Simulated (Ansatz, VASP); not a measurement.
## PbS in VASP and in Ansatz

```
Pb S
1.0
     0.00000    2.93579    3.02430
     2.93579    0.00000    3.02430
     2.93579    2.93579    0.00000
Pb S
1 1
Direct
  0.00000 0.00000 0.00000
  0.50000 0.50000 0.50000
```

Change from the starting cell: z stretched by +2 % at fixed volume.

Alike in both runs: task single point; functional PBE; k mesh 8 × 8 × 8; occupations fermi-dirac, width 0.01 eV; no spin polarisation.

|  | VASP | Ansatz |
| --- | --- | --- |
| version | VASP 6.6.1 | Ansatz 0.2.0 |
| potentials or method | VASP PAW PBE potentials, release 64 (Pb_d, S), cutoff 520 eV | all-electron LAPW, scalar-relativistic |

```tsv
	VASP	Ansatz	Ansatz less VASP
pressure (GPa)	2.3	2.4	+0.09
traceless stress, the component that is largest in VASP (GPa)	-2.46	-2.46	+0.002
```

Ansatz ran all-electron here, and VASP with PAW potentials.

Spin-orbit coupling is off throughout.
